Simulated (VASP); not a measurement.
A run of VASP 6.6.1 is set up as follows.

Contents of INCAR:

```
SYSTEM = B
PREC     = Accurate       ! precision mode
ENCUT    = 520            ! plane-wave cutoff, eV
EDIFF    = 1E-7           ! SCF threshold, eV
ISMEAR   = 0              ! smearing method
SIGMA    = 0.1            ! smearing width, eV
LREAL    = .False.        ! projectors in reciprocal space
LASPH    = .True.         ! aspherical terms in the spheres
NELM     = 80             ! most SCF steps
ALGO     = Normal         ! electronic algorithm
ISIF     = 2              ! what is computed and relaxed
LWAVE    = .False.        ! write WAVECAR
LCHARG   = .False.        ! write CHGCAR
GGA      = PE             ! functional
NBANDS   = 18             ! bands
```

Contents of KPOINTS:

```
Automatic mesh
0
Gamma
  6 6 6
  0 0 0
```

POSCAR

```
B
1.0
   -2.3758787800      2.3758787800      2.3758787800
    2.3758787800     -2.3758787800      2.3758787800
    2.3758787800      2.3758787800     -2.3758787800
B
6
Direct
    0.5000000000      0.7500000000      0.2500000000
    0.7500000000      0.2500000000      0.5000000000
    0.7500000000      0.5000000000      0.2500000000
    0.5000000000      0.2500000000      0.7500000000
    0.2500000000      0.7500000000      0.5000000000
    0.2500000000      0.5000000000      0.7500000000
```

Potentials or basis: VASP PAW PBE potentials, release 64 (B).

The run is started by

```console
$ cat potpaw_PBE.64/B/POTCAR > POTCAR
$ mpirun -np 1 vasp_std > vasp.out
```

**Question.** Predict the band gap on the k mesh.

**Answer.** Zero (band 9 reaches 3.99 eV, above the bottom of band 10 at 1.52 eV).

**Question.** Estimate the pressure.

**Answer.** 19.9 GPa.
